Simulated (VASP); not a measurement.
# HW3C3 in VASP: relaxation of the atoms with PBEsol

Aim: the relaxation of the atoms of HW3C3 with PBEsol.

Everything below comes from runs of VASP 6.6.1. Logs are shortened: lines on timing, memory, paths and dates and some standing lists are left out, and cuts for length are marked.

**1. The cell of the first run**

The cell holds a slab with vacuum, 7 atoms: a = 2.828 Å, b = 2.898 Å, c = 24.857 Å, α = 90.00°, β = 90.00°, γ = 90.00°.

**2. Relaxation of the atoms, PBEsol**

File INCAR:

```
SYSTEM = HW3C3
  PREC = Accurate
  ENCUT = 520
  EDIFF = 1E-7
  ISMEAR = 0
  SIGMA = 0.1
  LREAL = .FALSE.
  LASPH = .TRUE.
  NELM = 80
  ALGO = Fast
  ISIF = 2
  LWAVE = .FALSE.
  LCHARG = .FALSE.
  LDIPOL = .TRUE.
  IDIPOL = 3
  DIPOL = 0.5 0.5 0.484
  GGA = PS
  IBRION = 2
  NSW = 90
  EDIFFG = -0.03
  KPAR = 4
```

File KPOINTS:

```
regular mesh
0
G
  10 10 1
  0 0 0
```

File POSCAR:

```
HW3C3
1.0
    2.8276119036      0.0000000000      0.0000000000
    0.0000000000      2.8984136670      0.0000000000
    0.0000000000      0.0000000000     24.8568996880
C W H
3 3 1
Selective dynamics
Direct
    0.5000000000      0.0000000000      0.3419573683  F F F
    0.5000000000      0.5000000000      0.4429393853  F F F
    0.5000000000      0.0000000000      0.5443159532  T T T
    0.0000000000      0.5000000000      0.3756180406  F F F
    0.0000000000      0.0000000000      0.4766289979  T T T
    0.0000000000      0.5000000000      0.5755390938  T T T
    0.5000000000      0.5000000000      0.6286430616  T T T
```

Potentials or basis: VASP PAW PBE potentials, release 64 (C, W_sv, H).

The run is started by

```bash
cat potpaw_PBE.64/C/POTCAR potpaw_PBE.64/W_sv/POTCAR potpaw_PBE.64/H/POTCAR > POTCAR
mpirun -np 4 vasp_std > vasp.out
```

OUTCAR:

```text
SYSTEM = HW3C3
   PREC = Accurate
   ENCUT = 520
   EDIFF = 1E-7
   ISMEAR = 0
   LREAL = .FALSE.
   LASPH = .TRUE.
   NELM = 80
   ISIF = 2
   GGA = PS
   IBRION = 2
   NSW = 90
   EDIFFG = -0.03

 ion  position               nearest neighbor table
   1  0.500  0.000  0.342-   4 2.19   4 2.19   4 2.19   4 2.19
   2  0.500  0.500  0.443-   4 2.19   4 2.19   5 2.19   5 2.19   5 2.19   5 2.19
   3  0.500  0.000  0.544-   6 2.17   6 2.17   6 2.17   6 2.17   5 2.20   5 2.20
   4  0.000  0.500  0.376-   1 2.19   1 2.19   1 2.19   1 2.19   2 2.19   2 2.19   5 2.90   5 2.90

   5  0.000  0.000  0.477-   2 2.19   2 2.19   2 2.19   2 2.19   3 2.20   3 2.20   6 2.85   6 2.85
                             4 2.90   4 2.90
   6  0.000  0.500  0.576-   7 1.93   7 1.93   3 2.17   3 2.17   3 2.17   3 2.17   5 2.85   5 2.85

   7  0.500  0.500  0.629-   6 1.93   6 1.93

  LATTYP: Found a simple orthorhombic cell.
 ALAT       =     2.8276119036
 B/A-ratio  =     1.0250394205
 C/A-ratio  =     8.7907748784

  Lattice vectors:

 A1 = (   2.8276119036,   0.0000000000,   0.0000000000)
 A2 = (   0.0000000000,   2.8984136670,   0.0000000000)
 A3 = (   0.0000000000,   0.0000000000,  24.8568996880)

Analysis of symmetry for initial positions (statically):
=====================================================================
 Subroutine PRICEL returns:
 Original cell was already a primitive cell.

 Routine SETGRP: Setting up the symmetry group for a
 simple orthorhombic supercell.

 Subroutine GETGRP returns: Found  4 space group operations
 (whereof  4 operations were pure point group operations)
 out of a pool of  8 trial point group operations.

The static configuration has the point symmetry C_2v.

Analysis of symmetry for dynamics (positions and initial velocities):
=====================================================================
 Subroutine PRICEL returns:
 Original cell was already a primitive cell.

 Routine SETGRP: Setting up the symmetry group for a
 simple orthorhombic supercell.

 Subroutine GETGRP returns: Found  4 space group operations
 (whereof  4 operations were pure point group operations)
 out of a pool of  8 trial point group operations.

The dynamic configuration has the point symmetry C_2v.

Analysis of constrained symmetry for selective dynamics:
=====================================================================
 Subroutine PRICEL returns:
 Original cell was already a primitive cell.

 Routine SETGRP: Setting up the symmetry group for a
 simple orthorhombic supercell.

 Subroutine GETGRP returns: Found  4 space group operations
 (whereof  4 operations were pure point group operations)
 out of a pool of  8 trial point group operations.

The constrained configuration has the point symmetry C_2v.

 Subroutine INISYM returns: Found  4 space group operations
 (whereof  4 operations are pure point group operations),
 and found     1 'primitive' translations

----------------------------------------------------------------------------------------

                                     Primitive cell

  volume of cell :     203.7169

  direct lattice vectors                    reciprocal lattice vectors
     2.827611904  0.000000000  0.000000000     0.353655323  0.000000000  0.000000000
     0.000000000  2.898413667  0.000000000     0.000000000  0.345016314  0.000000000
     0.000000000  0.000000000 24.856899688     0.000000000  0.000000000  0.040230279

  length of vectors
     2.827611904  2.898413667 24.856899688     0.353655323  0.345016314  0.040230279

  position of ions in fractional coordinates (direct lattice)
     0.500000000  0.000000000  0.341957368
     0.500000000  0.500000000  0.442939385
     0.500000000  0.000000000  0.544315953
     0.000000000  0.500000000  0.375618041
     0.000000000  0.000000000  0.476628998
     0.000000000  0.500000000  0.575539094
     0.500000000  0.500000000  0.628643062

  ion indices of the primitive-cell ions
   primitive index   ion index
                 1           1
                 2           2
                 3           3
                 4           4
                 5           5
                 6           6
                 7           7

----------------------------------------------------------------------------------------

 KPOINTS: regular mesh

Automatic generation of k-mesh.
 Grid dimensions read from file:
 generate k-points for:   10   10    1

 Generating k-lattice:

  Cartesian coordinates                     Fractional coordinates (reciprocal lattice)
     0.035365532  0.000000000  0.000000000     0.100000000  0.000000000  0.000000000
     0.000000000  0.034501631  0.000000000     0.000000000  0.100000000  0.000000000
     0.000000000  0.000000000  0.040230279     0.000000000  0.000000000  1.000000000

  Length of vectors
     0.035365532  0.034501631  0.040230279

  Shift w.r.t. Gamma in fractional coordinates (k-lattice)
     0.000000000  0.000000000  0.000000000

 Subroutine IBZKPT returns following result:
 ===========================================

 Found     36 irreducible k-points:

 Following reciprocal coordinates:
            Coordinates               Weight
  0.000000  0.000000  0.000000      1.000000
  0.100000  0.000000  0.000000      2.000000
  0.200000  0.000000  0.000000      2.000000
  0.300000  0.000000  0.000000      2.000000
  0.400000  0.000000  0.000000      2.000000
  0.500000  0.000000  0.000000      1.000000
[... 16 lines left out ...]
  0.400000  0.300000  0.000000      4.000000
  0.500000  0.300000  0.000000      2.000000
 [... further k-points ...]
   k-points           NKPTS =     36   k-points in BZ     NKDIM =     36   number of bands    NBANDS=     33
   number of dos      NEDOS =    301   number of ions     NIONS =      7
   total plane-waves  NPLWV = 110592
   dimension x,y,z NGX =    24 NGY =   24 NGZ =  192
   dimension x,y,z NGXF=    48 NGYF=   48 NGZF=  384
   ions per type =               3   3   1
   NGX,Y,Z   is equivalent  to a cutoff of  14.11, 13.77, 12.84 a.u.
   NGXF,Y,Z  is equivalent  to a cutoff of  28.22, 27.53, 25.68 a.u.
 SYSTEM =  HW3C3
   PREC   = accura    normal or accurate (medium, high low for compatibility)
   ISTART =      0    job   : 0-new  1-cont  2-samecut
   ICHARG =      2    charge: 1-file 2-atom 10-const
   ISPIN  =      1    spin polarized calculation?
   LNONCOLLINEAR =      F non collinear calculations
   LSORBIT =      F    spin-orbit coupling
   LASPH  =      T    aspherical Exc in radial PAW
   ENCUT  =  520.0 eV  38.22 Ry    6.18 a.u.   5.26  5.39 46.22*2*pi/ulx,y,z
   NELM   =     80;   NELMIN=  2; NELMDL= -5     # of ELM steps
   EDIFF  = 0.1E-06   stopping-criterion for ELM
   LREAL  =      F    real-space projection
   EDIFFG = -.3E-01   stopping-criterion for IOM
   NSW    =     90    number of steps for IOM
   IBRION =      2    ionic relax: 0-MD 1-quasi-New 2-CG
   NFREE  =      1    steps in history (QN), initial steepest desc. (CG)
   ISIF   =      2    stress and relaxation
   ISYM   =      2    0-nonsym 1-usesym 2-fastsym
   POTIM  = 0.5000    time-step for ionic-motion
   TEBEG  =    0.0;   TEEND  =   0.0 temperature during run
   PSTRESS=    0.0 pullay stress
   NELECT =      55.0000    total number of electrons
   NUPDOWN=      -1.0000    fix difference up-down
   EMIN   =  10.00;   EMAX   =-10.00  energy-range for DOS
   EFERMI =   0.00;   METHOD = LEGACY
   ISMEAR =     0;   SIGMA  =   0.10  broadening in eV -4-tet -1-fermi 0-gaus
   EFERMI_NEDOS =   21; number of points for ismear=-14 and -15
   IALGO  =     68    algorithm
   IMIX   =      4    mixing-type and parameters
     AMIX     =   0.40;   BMIX     =  1.00
     AMIX_MAG =   1.60;   BMIX_MAG =  1.00
  volume/ion in A,a.u.               =      29.10       196.39
  Fermi-wavevector in a.u.,A,eV,Ry     =   1.058084  1.999488 15.232281  1.119541
  Thomas-Fermi vector in A             =   2.193380
   LORBIT       =      0    0 simple, 1 ext, 2 COOP (PROOUT), +10 PAW based schemes
   GGA     = PS    functional components
   LHFCALC =     F    Hartree Fock is set to
   AEXX    =    0.0000 exact exchange contribution
   IVDW    =     0    specifies the selected vdW correction
   LEPSILON=     F    determine dielectric tensor
   LRPA    =     F    only Hartree local field effects (RPA)
 conjugate gradient relaxation of ions
 non-spin polarized calculation
 RMM-DIIS sequential band-by-band and
 Gauss-broadening in eV      SIGMA  =   0.10
  energy-cutoff  :      520.00
  volume of cell :      203.72
 maximum number of plane-waves:      5530
 NGX is ok and might be reduce to    24
   NGX = 11   NGY = 11   NGZ = 93

 dipolmoment           0.000000      0.000000      0.006949 electrons x Angstroem

--------------------------------------- Ionic step        1  -------------------------------------------

 number of electron      55.0000002 magnetization

 Free energy of the ion-electron system (eV)
  ---------------------------------------------------
  ext. energy  EPLUGINS =         0.00000000
  ---------------------------------------------------
  free energy    TOTEN  =       -71.87510289 eV

  energy without entropy =      -71.85880507  energy(sigma->0) =      -71.86695398

------------------------ aborting loop because EDIFF is reached ----------------------------------------

  FORCE on cell =-STRESS in cart. coord.  units (eV):
  Direction    XX          YY          ZZ          XY          YZ          ZX
  --------------------------------------------------------------------------------------
  -------------------------------------------------------------------------------------
  Total       -4.7987775     -2.1699393     -2.8080014      0.0000000      0.0000000      0.0000000
  in kB      -37.7410574    -17.0659725    -22.0841540      0.0000000      0.0000000      0.0000000
  external PRESSURE =     -25.6303946 kB  Pullay stress =       0.0000000 kB
[... 315 lines left out ...]
--------------------------------------- Ionic step        9  -------------------------------------------

 number of electron      55.0000001 magnetization

 dipolmoment           0.000000      0.000000     -0.039576 electrons x Angstroem

 Free energy of the ion-electron system (eV)
  ---------------------------------------------------
  ext. energy  EPLUGINS =         0.00000000
  ---------------------------------------------------
  free energy    TOTEN  =       -71.88624100 eV

  energy without entropy =      -71.86989016  energy(sigma->0) =      -71.87806558

 E-fermi :  -0.3442     XC(G=0):  -5.1200

 val. band max:       -0.3493646522   @ k =   0.0000   0.1000   0.0000
 cond. band min:      -0.2900283806   @ k =   0.2000   0.0000   0.0000
 fundamental gap:      0.0593362716
 Fermi energy:        -0.3441813872

 k-point     1 :       0.0000    0.0000    0.0000
  band No.  band energies     occupation
      1     -74.3264      2.00000
      2     -74.2785      2.00000
      3     -74.2469      2.00000
      4     -38.9333      2.00000
      5     -38.6437      2.00000
      6     -38.3517      2.00000
[... 853 lines left out ...]
     32       4.6891      0.00000
     33       4.9745      0.00000

 [... further k-points ...]

------------------------ aborting loop because EDIFF is reached ----------------------------------------

 vacuum level on the upper side and lower side of the slab       (xc-potential included)        -0.437         0.417

  FORCE on cell =-STRESS in cart. coord.  units (eV):
  Direction    XX          YY          ZZ          XY          YZ          ZX
  --------------------------------------------------------------------------------------
  -------------------------------------------------------------------------------------
  Total       -4.5747083     -2.2888874     -2.4711588      0.0000000      0.0000000      0.0000000
  in kB      -35.9788154    -18.0014664    -19.4349804      0.0000000      0.0000000      0.0000000
  external PRESSURE =     -24.4717541 kB  Pullay stress =       0.0000000 kB
[... 22 lines left out ...]
  FREE ENERGIE OF THE ION-ELECTRON SYSTEM (eV)
  ---------------------------------------------------
  free  energy   TOTEN  =       -71.8862409958 eV

  energy  without entropy=      -71.8698901558  energy(sigma->0) =      -71.87806558

 reached required accuracy - stopping structural energy minimisation

 vacuum level on the upper side and lower side of the slab         4.750         5.623
```

It took 18 min on 4 MPI ranks of Oxide Virtual Turin-like, shared host; peak memory 0.47 GiB.

What came out:

* Free energy: -71.8862 eV
* Energy gained by relaxing: 1.6 meV/atom
* Ionic steps: 9
* Band gap on the k mesh: zero (an odd number of electrons rules out a gap without spin polarisation)

Step by step:
```
step  energy change (eV)  largest force on free atoms (eV/Å)  pressure (GPa)
   1              0.0000                              0.4064           -2.56
   2             -0.0077                              0.2034           -2.72
   3             -0.0078                              0.1853           -2.71
   4             -0.0101                              0.0747           -2.64
   5             -0.0104                              0.0798           -2.61
   6             -0.0106                              0.0533           -2.58
   7             -0.0106                              0.0540           -2.58
   8             -0.0108                              0.0423           -2.54
   9             -0.0111                              0.0165           -2.45
```

Final structure:
```yaml
crystal:
  lattice:
    - [2.82761, 0.00000, 0.00000]
    - [0.00000, 2.89841, 0.00000]
    - [0.00000, 0.00000, 24.85690]
  atoms:
    - { symbol: C, position: [0.50000, 0.00000, 0.34196] }
    - { symbol: C, position: [0.50000, 0.50000, 0.44294] }
    - { symbol: C, position: [0.50000, 0.00000, 0.54434] }
    - { symbol: W, position: [0.00000, 0.50000, 0.37562] }
    - { symbol: W, position: [0.00000, 0.00000, 0.47688] }
    - { symbol: W, position: [0.00000, 0.50000, 0.57582] }
    - { symbol: H, position: [0.50000, 0.50000, 0.62676] }
```

Caveat: the PAW data sets were made with another functional, which shifts forces and pressure a little; spin-orbit coupling is left out, which moves the levels of the heavy elements; an odd number of electrons without spin polarisation forces a metal; a magnetic or distorted state may lie lower.

The gap in the log of VASP goes by the Fermi energy; the results here count the filled bands.